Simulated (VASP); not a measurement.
Li:

```
CELL_PARAMETERS angstrom
-1.75465 1.75465 1.75465
1.75465 -1.75465 1.75465
1.75465 1.75465 -1.75465
ATOMIC_POSITIONS crystal
Li 0.00000 0.00000 0.00000
```

```yaml
Program: VASP 6.6.1
Task: relaxation of volume and atoms at fixed shape
Functional: LDA
Potentials_or_basis: VASP PAW LDA potentials, release 64 (Li_sv)
Cutoff: 600 eV
k_mesh: 8 × 8 × 8
Occupations: fermi-dirac, width 0.1 eV
Spin: no spin polarisation
```

At the start: pressure -1.6 GPa; volume 21.61 Å³/atom.

**Question.** How do energy, volume and symmetry change on relaxing?

**Answer.** Over 4 steps the energy falls by 16.2 meV/atom and the volume is 18.73 Å³/atom (-13.3 %); space group Im-3m (No. 229, to 0.05 Å).

Step by step:
```tsv
step	energy change (eV)	largest force (eV/Å)	pressure (GPa)	volume (Å³)
1	0.0000	0.0000	-1.64	21.61
2	-0.0064	0.0000	-1.34	20.92
3	-0.0155	0.0000	-0.40	19.32
4	-0.0162	0.0000	0.05	18.73
```

Final structure:
```yaml
crystal:
  lattice:
    - [-1.67296, 1.67296, 1.67296]
    - [1.67296, -1.67296, 1.67296]
    - [1.67296, 1.67296, -1.67296]
  atoms:
    - { symbol: Li, position: [0.00000, 0.00000, 0.00000] }
```

Caveat: the cutoff is under 1.25 times the usual one of these potentials, so pressure, stress and relaxed cells hold a basis-set (Pulay) error; the volume moved by -13 % from the deposited cell, more than functionals usually miss.
